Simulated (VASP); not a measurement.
Co:

```
Co
1.0
    -1.40414    1.40414    1.40414
     1.40414   -1.40414    1.40414
     1.40414    1.40414   -1.40414
Co
1
Direct
  0.00000 0.00000 0.00000
```

This isn't the form of Co at room conditions, which is hcp.

- Program: VASP 6.6.1
- Task: relaxation of cell and atoms
- Functional: LDA
- Potentials or basis: VASP PAW LDA potentials, release 64 (Co)
- Cutoff: 600 eV
- k mesh: 16 × 16 × 16
- Occupations: fermi-dirac, width 0.05 eV
- Spin: collinear spin, ferromagnetic start
- Starting moments: [1.7] μB

At the start: pressure -18.5 GPa; volume 11.07 Å³/atom.

Question: Where does the relaxation end?

Answer: Over 4 steps the energy falls by 57.9 meV/atom and the volume is 10.15 Å³/atom (-8.3 %); space group Im-3m (No. 229, to 0.1 Å) before and after; moment 1.61 μB per cell.

Step by step:
```tsv
step	energy change (eV)	largest force (eV/Å)	pressure (GPa)	volume (Å³)
1	0.0000	0.0000	-18.51	11.07
2	0.0416	0.0000	34.97	9.15
3	-0.0578	0.0000	-0.60	10.17
4	-0.0579	0.0000	-0.07	10.15
```

Final structure:
```xyz
1
Lattice="-1.3641 1.3641 1.3641 1.3641 -1.3641 1.3641 1.3641 1.3641 -1.3641" Properties=species:S:1:pos:R:3 pbc="T T T"
Co   -1.3641    1.3641    1.3641
```
